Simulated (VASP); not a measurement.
# GaP in VASP: notebook, part 2 of 2

VASP 6.6.1. The steps go on from the part before.

**3. Single point, PBEsol, collinear spin**

This run uses another cell than the first one.

INCAR reads:

```
SYSTEM = GaP
ALGO = Normal
EDIFF = 1E-6
ENCUT = 520
GGA = PS
ISIF = 2
ISMEAR = 0
ISPIN = 2
LASPH = .TRUE.
LCHARG = .FALSE.
LORBIT = 11
LREAL = .FALSE.
LWAVE = .FALSE.
MAGMOM = 0.5 0.5
NBANDS = 20
NELM = 150
PREC = Accurate
SIGMA = 0.05
```

KPOINTS reads:

```
k-points
0
G
  1 1 15
  0 0 0
```

POSCAR reads:

```
GaP
1.0
    9.0000000000      0.0000000000      0.0000000000
    0.0000000000      9.3000000000      0.0000000000
    0.0000000000      0.0000000000      4.3472629334
Ga P
1 1
Direct
    0.5000000000      0.5000000000      0.0000000000
    0.5000000000      0.5000000000      0.5000000000
```

Potentials or basis: VASP PAW PBE potentials, release 64 (Ga_d, P).

On the command line:

```
$ cat potpaw_PBE.64/Ga_d/POTCAR potpaw_PBE.64/P/POTCAR > POTCAR
$ mpirun -np 1 vasp_std > vasp.out
```

OUTCAR:

```text
SYSTEM = GaP
   EDIFF = 1E-6
   ENCUT = 520
   GGA = PS
   ISIF = 2
   ISMEAR = 0
   ISPIN = 2
   LASPH = .TRUE.
   LORBIT = 11
   LREAL = .FALSE.
   NELM = 150
   PREC = Accurate

 ion  position               nearest neighbor table
   1  0.500  0.500  0.000-   2 2.17   2 2.17
   2  0.500  0.500  0.500-   1 2.17   1 2.17

  LATTYP: Found a simple orthorhombic cell.
 ALAT       =     4.3472629334
 B/A-ratio  =     2.0702681521
 C/A-ratio  =     2.1392770905

  Lattice vectors:

 A1 = (   0.0000000000,   0.0000000000,   4.3472629334)
 A2 = (   9.0000000000,   0.0000000000,   0.0000000000)
 A3 = (   0.0000000000,   9.3000000000,   0.0000000000)

Analysis of symmetry for initial positions (statically):
=====================================================================
 Subroutine PRICEL returns:
 Original cell was already a primitive cell.

 Routine SETGRP: Setting up the symmetry group for a
 simple orthorhombic supercell.

 Subroutine GETGRP returns: Found  8 space group operations
 (whereof  8 operations were pure point group operations)
 out of a pool of  8 trial point group operations.

The static configuration has the point symmetry D_2h.

Analysis of symmetry for dynamics (positions and initial velocities):
=====================================================================
 Subroutine PRICEL returns:
 Original cell was already a primitive cell.

 Routine SETGRP: Setting up the symmetry group for a
 simple orthorhombic supercell.

 Subroutine GETGRP returns: Found  8 space group operations
 (whereof  8 operations were pure point group operations)
 out of a pool of  8 trial point group operations.

The dynamic configuration has the point symmetry D_2h.

Analysis of structural, dynamic, and magnetic symmetry:
=====================================================================
 Subroutine PRICEL returns:
 Original cell was already a primitive cell.

 Routine SETGRP: Setting up the symmetry group for a
 simple orthorhombic supercell.

 Subroutine GETGRP returns: Found  8 space group operations
 (whereof  8 operations were pure point group operations)
 out of a pool of  8 trial point group operations.

The overall configuration has the point symmetry D_2h.

 Subroutine INISYM returns: Found  8 space group operations
 (whereof  8 operations are pure point group operations),
 and found     1 'primitive' translations

----------------------------------------------------------------------------------------

                                     Primitive cell

  volume of cell :     363.8659

  direct lattice vectors                    reciprocal lattice vectors
     9.000000000  0.000000000  0.000000000     0.111111111  0.000000000  0.000000000
     0.000000000  9.300000000  0.000000000     0.000000000  0.107526882  0.000000000
     0.000000000  0.000000000  4.347262933     0.000000000  0.000000000  0.230029795

  length of vectors
     9.000000000  9.300000000  4.347262933     0.111111111  0.107526882  0.230029795

  position of ions in fractional coordinates (direct lattice)
     0.500000000  0.500000000  0.000000000
     0.500000000  0.500000000  0.500000000

  ion indices of the primitive-cell ions
   primitive index   ion index
                 1           1
[... 48 lines left out ...]
   ISTART =      0    job   : 0-new  1-cont  2-samecut
   ICHARG =      2    charge: 1-file 2-atom 10-const
   ISPIN  =      2    spin polarized calculation?
   LNONCOLLINEAR =      F non collinear calculations
   LSORBIT =      F    spin-orbit coupling
   LASPH  =      T    aspherical Exc in radial PAW
   ENCUT  =  520.0 eV  38.22 Ry    6.18 a.u.  16.73 17.29  8.08*2*pi/ulx,y,z
   NELM   =    150;   NELMIN=  2; NELMDL= -5     # of ELM steps
   EDIFF  = 0.1E-05   stopping-criterion for ELM
   LREAL  =      F    real-space projection
   EDIFFG = 0.1E-04   stopping-criterion for IOM
   NSW    =      0    number of steps for IOM
   IBRION =     -1    ionic relax: 0-MD 1-quasi-New 2-CG
   NFREE  =      0    steps in history (QN), initial steepest desc. (CG)
   ISIF   =      2    stress and relaxation
   ISYM   =      2    0-nonsym 1-usesym 2-fastsym
   POTIM  = 0.5000    time-step for ionic-motion
   TEBEG  =    0.0;   TEEND  =   0.0 temperature during run
   PSTRESS=    0.0 pullay stress
   NELECT =      18.0000    total number of electrons
   NUPDOWN=      -1.0000    fix difference up-down
   EMIN   =  10.00;   EMAX   =-10.00  energy-range for DOS
   EFERMI =   0.00;   METHOD = LEGACY
   ISMEAR =     0;   SIGMA  =   0.05  broadening in eV -4-tet -1-fermi 0-gaus
   EFERMI_NEDOS =   21; number of points for ismear=-14 and -15
   IALGO  =     38    algorithm
   IMIX   =      4    mixing-type and parameters
     AMIX     =   0.40;   BMIX     =  1.00
     AMIX_MAG =   1.60;   BMIX_MAG =  1.00
  volume/ion in A,a.u.               =     181.93      1227.74
  Fermi-wavevector in a.u.,A,eV,Ry     =   0.600969  1.135666  4.913927  0.361163
  Thomas-Fermi vector in A             =   1.653027
   LORBIT       =     11    0 simple, 1 ext, 2 COOP (PROOUT), +10 PAW based schemes
   GGA     = PS    functional components
   LHFCALC =     F    Hartree Fock is set to
   AEXX    =    0.0000 exact exchange contribution
   IVDW    =     0    specifies the selected vdW correction
   LEPSILON=     F    determine dielectric tensor
   LRPA    =     F    only Hartree local field effects (RPA)
 spin polarized calculation
 Gauss-broadening in eV      SIGMA  =   0.05
  energy-cutoff  :      520.00
  volume of cell :      363.87
 maximum number of plane-waves:      9826
 NGX is ok and might be reduce to    70
   NGX = 33   NGY = 35   NGZ = 17

 number of electron      18.0000009 magnetization       0.3999844

 Free energy of the ion-electron system (eV)
  ---------------------------------------------------
  ext. energy  EPLUGINS =         0.00000000
  ---------------------------------------------------
  free energy    TOTEN  =        -6.46391762 eV

  energy without entropy =       -6.46015657  energy(sigma->0) =       -6.46203710

 E-fermi :  -4.3381     XC(G=0):  -2.2363

 val. band max:       -4.3385008866   @ k =   0.0000   0.0000   0.4000
 cond. band min:      -4.3377243935   @ k =   0.0000   0.0000   0.4000
 fundamental gap:      0.0007764932
 Fermi energy:        -4.3381126197

 spin component 1

 k-point     1 :       0.0000    0.0000    0.0000
  band No.  band energies     occupation
      1     -19.5511      1.00000
      2     -19.1622      1.00000
      3     -19.1621      1.00000
      4     -19.1465      1.00000
      5     -19.1465      1.00000
      6     -14.3431      1.00000
[... 160 lines left out ...]
      6     -13.8507      1.00000
[... 12 lines left out ...]
     19       3.7951      0.00000
     20       3.9235      0.00000
 Fermi energy:        -4.3381126197

 spin component 2

 k-point     1 :       0.0000    0.0000    0.0000
  band No.  band energies     occupation
      1     -19.5398      1.00000
      2     -19.1569      1.00000
      3     -19.1568      1.00000
      4     -19.1490      1.00000
      5     -19.1490      1.00000
      6     -14.1301      1.00000
[... 173 lines left out ...]
     19       3.8544      0.00000
     20       3.9834      0.00000

------------------------ aborting loop because EDIFF is reached ----------------------------------------

  FORCE on cell =-STRESS in cart. coord.  units (eV):
  Direction    XX          YY          ZZ          XY          YZ          ZX
  --------------------------------------------------------------------------------------
  -------------------------------------------------------------------------------------
  Total        0.0254290      0.0188069     -0.0933069      0.0000000      0.0000000      0.0000000
  in kB        0.1119692      0.0828105     -0.4108497      0.0000000      0.0000000      0.0000000
  external PRESSURE =      -0.0720233 kB  Pullay stress =       0.0000000 kB

 VOLUME and BASIS-vectors are now :
 -----------------------------------------------------------------------------
  energy-cutoff  :      520.00
  volume of cell :      363.87
      direct lattice vectors                 reciprocal lattice vectors
     9.000000000  0.000000000  0.000000000     0.111111111  0.000000000  0.000000000
     0.000000000  9.300000000  0.000000000     0.000000000  0.107526882  0.000000000
     0.000000000  0.000000000  4.347262933     0.000000000  0.000000000  0.230029795

 POSITION                                       TOTAL-FORCE (eV/Angst)
 -----------------------------------------------------------------------------------
      4.50000      4.65000      0.00000         0.000000      0.000000      0.000000
      4.50000      4.65000      2.17363         0.000000      0.000000      0.000000
 -----------------------------------------------------------------------------------
    total drift:                                0.000000      0.000000      0.000000

  FREE ENERGIE OF THE ION-ELECTRON SYSTEM (eV)
  ---------------------------------------------------
  free  energy   TOTEN  =        -6.4639176225 eV

  energy  without entropy=       -6.4601565734  energy(sigma->0) =       -6.46203710

 total charge

# of ion       s       p       d       tot
------------------------------------------
    1        1.004   0.659   9.972  11.635
    2        1.049   1.439   0.000   2.488
--------------------------------------------------
tot          2.053   2.098   9.972  14.123

 magnetization (x)

# of ion       s       p       d       tot
------------------------------------------
    1       -0.005  -0.020   0.012  -0.013
    2        0.006   0.171   0.000   0.177
--------------------------------------------------
tot          0.001   0.151   0.012   0.164
```

OSZICAR:

```text
N       E                     dE             d eps       ncg     rms          rms(c)
DAV:   1     0.752254177149E+02    0.75225E+02   -0.65924E+03   736   0.616E+02
DAV:   2     0.216141544879E+01   -0.73064E+02   -0.69692E+02   792   0.141E+02
[... 15 lines left out ...]
DAV:  18    -0.646384872670E+01   -0.44481E-04   -0.25344E-06   644   0.563E-03    0.205E-03
DAV:  19    -0.646390312692E+01   -0.54400E-04   -0.29841E-06   692   0.534E-03    0.177E-03
DAV:  20    -0.646390534849E+01   -0.22216E-05   -0.50813E-07   568   0.282E-03    0.115E-03
DAV:  21    -0.646391023323E+01   -0.48847E-05   -0.28403E-07   516   0.213E-03    0.573E-04
DAV:  22    -0.646391765780E+01   -0.74246E-05   -0.75807E-07   592   0.269E-03    0.368E-04
DAV:  23    -0.646391762249E+01    0.35315E-07   -0.37800E-08   656   0.714E-04
   1 F= -.64639176E+01 E0= -.64620371E+01  d E =-.376105E-02  mag=     0.4000
```

Wall time 2.6 min (1 thread of Intel Xeon Platinum 8259CL at 2.50GHz (Skylake/Cascade Lake), shared host); peak memory 0.55 GiB.

Results:

| Property | Result |
| --- | --- |
| Free energy | -6.4639 eV |
| Net moment | 0.40 μB per cell |
| Site moments | Ga -0.01; P +0.18 μB |
| Valence electrons inside the program's atomic spheres | Ga 11.63; P 2.49 |

Levels at points of the mesh, in eV from the Fermi level:
Spin up:
```tsv
k point	band 7	band 8	band 9	band 10	band 11	band 12
(0.00, 0.00, 0.00)	-3.34	-1.32	-1.32	-0.83	4.34	5.32
```
Spin down:
```csv
k point,band 5,band 6,band 7,band 8,band 9,band 10,band 11,band 12,band 13,band 14
"(0.00, 0.00, 0.00)",-14.81,-9.79,-3.23,-1.05,-1.05,-0.70,4.38,5.46,5.48,5.69
```

Caveat: a moment this small can come from the mesh or the smearing; the PAW data sets were made with another functional, which shifts forces and pressure a little.

**4. Single point, PBEsol, collinear spin**

This run uses another cell than the first one.

INCAR reads:

```
PREC = Accurate ; ENCUT = 520
EDIFF = 1E-6 ; ISMEAR = 0
SIGMA = 0.05 ; LREAL = False
LASPH = True ; NELM = 150
ALGO = Normal ; ISIF = 2
LWAVE = False ; LCHARG = False
ISPIN = 2 ; MAGMOM = 0.5 0.5
LORBIT = 11 ; GGA = PS
NBANDS = 20
```

KPOINTS reads:

```
regular mesh
0
Gamma
  1 1 15
```

POSCAR reads:

```
GaP
1.0
    9.0000000000      0.0000000000      0.0000000000
    0.0000000000      9.3000000000      0.0000000000
    0.0000000000      0.0000000000      4.3468613157
Ga P
1 1
Direct
    0.5000000000      0.5000000000     -0.0174984904
    0.5000000000      0.5000000000      0.4824984904
```

Potentials or basis: VASP PAW PBE potentials, release 64 (Ga_d, P).

On the command line:

```
$ cat potpaw_PBE.64/Ga_d/POTCAR potpaw_PBE.64/P/POTCAR > POTCAR
$ mpirun -np 1 vasp_std > vasp.out
```

OUTCAR:

```text
PREC = Accurate
   ENCUT = 520
   EDIFF = 1E-6
   ISMEAR = 0
   LREAL = False
   LASPH = True
   NELM = 150
   ISIF = 2
   ISPIN = 2
   LORBIT = 11
   GGA = PS

 ion  position               nearest neighbor table
   1  0.500  0.500  0.983-   2 2.17   2 2.17
   2  0.500  0.500  0.482-   1 2.17   1 2.17

  LATTYP: Found a simple orthorhombic cell.
 ALAT       =     4.3468613157
 B/A-ratio  =     2.0704594295
 C/A-ratio  =     2.1394747439

  Lattice vectors:

 A1 = (   0.0000000000,   0.0000000000,   4.3468613157)
 A2 = (   9.0000000000,   0.0000000000,   0.0000000000)
 A3 = (   0.0000000000,   9.3000000000,   0.0000000000)

Analysis of symmetry for initial positions (statically):
=====================================================================
 Subroutine PRICEL returns:
 Original cell was already a primitive cell.

 Routine SETGRP: Setting up the symmetry group for a
 simple orthorhombic supercell.

[... 367 lines left out ...]
      3     -19.1566      1.00000
      4     -19.1487      1.00000
      5     -19.1487      1.00000
      6     -14.1305      1.00000
[... 173 lines left out ...]
     19       3.8548      0.00000
     20       3.9838      0.00000

------------------------ aborting loop because EDIFF is reached ----------------------------------------

  FORCE on cell =-STRESS in cart. coord.  units (eV):
  Direction    XX          YY          ZZ          XY          YZ          ZX
  --------------------------------------------------------------------------------------
  -------------------------------------------------------------------------------------
  Total        0.0255445      0.0188312     -0.0805236      0.0000000      0.0000000      0.0000000
  in kB        0.1124882      0.0829252     -0.3545950      0.0000000      0.0000000      0.0000000
  external PRESSURE =      -0.0530605 kB  Pullay stress =       0.0000000 kB

 VOLUME and BASIS-vectors are now :
 -----------------------------------------------------------------------------
  energy-cutoff  :      520.00
  volume of cell :      363.83
      direct lattice vectors                 reciprocal lattice vectors
     9.000000000  0.000000000  0.000000000     0.111111111  0.000000000  0.000000000
     0.000000000  9.300000000  0.000000000     0.000000000  0.107526882  0.000000000
     0.000000000  0.000000000  4.346861316     0.000000000  0.000000000  0.230051048

 POSITION                                       TOTAL-FORCE (eV/Angst)
 -----------------------------------------------------------------------------------
      4.50000      4.65000      4.27080         0.000000      0.000000     -0.000000
      4.50000      4.65000      2.09735         0.000000      0.000000      0.000000
 -----------------------------------------------------------------------------------
    total drift:                                0.000000      0.000000     -0.001572

  FREE ENERGIE OF THE ION-ELECTRON SYSTEM (eV)
  ---------------------------------------------------
  free  energy   TOTEN  =        -6.4639212888 eV

  energy  without entropy=       -6.4601602396  energy(sigma->0) =       -6.46204076

 total charge

# of ion       s       p       d       tot
------------------------------------------
    1        1.004   0.659   9.972  11.635
    2        1.049   1.439   0.000   2.488
--------------------------------------------------
tot          2.053   2.099   9.972  14.123

 magnetization (x)

# of ion       s       p       d       tot
------------------------------------------
    1       -0.005  -0.020   0.012  -0.013
    2        0.006   0.171   0.000   0.177
--------------------------------------------------
tot          0.001   0.151   0.012   0.164
```

OSZICAR:

```text
N       E                     dE             d eps       ncg     rms          rms(c)
DAV:   1     0.765888379056E+02    0.76589E+02   -0.65741E+03   720   0.616E+02
DAV:   2     0.201517160406E+01   -0.74574E+02   -0.71082E+02   792   0.141E+02
[... 15 lines left out ...]
DAV:  18    -0.646385307226E+01   -0.45694E-04   -0.26386E-06   660   0.575E-03    0.207E-03
DAV:  19    -0.646390660826E+01   -0.53536E-04   -0.29066E-06   700   0.525E-03    0.176E-03
DAV:  20    -0.646390875494E+01   -0.21467E-05   -0.47415E-07   576   0.267E-03    0.113E-03
DAV:  21    -0.646391418945E+01   -0.54345E-05   -0.31563E-07   520   0.208E-03    0.548E-04
DAV:  22    -0.646392133566E+01   -0.71462E-05   -0.68820E-07   592   0.244E-03    0.356E-04
DAV:  23    -0.646392128875E+01    0.46908E-07   -0.33262E-08   676   0.660E-04
   1 F= -.64639213E+01 E0= -.64620408E+01  d E =-.376105E-02  mag=     0.4000
```

Wall time 2.5 min (1 thread of Intel Xeon Platinum 8259CL at 2.50GHz (Skylake/Cascade Lake), shared host); peak memory 0.54 GiB.

Results:

| Item | Value |
| --- | --- |
| Free energy | -6.4639 eV |
| Net moment | 0.40 μB per cell |
| Site moments | Ga -0.01; P +0.18 μB |
| Valence electrons inside the program's atomic spheres | Ga 11.63; P 2.49 |

Caveat: a moment this small can come from the mesh or the smearing; the PAW data sets were made with another functional, which shifts forces and pressure a little.
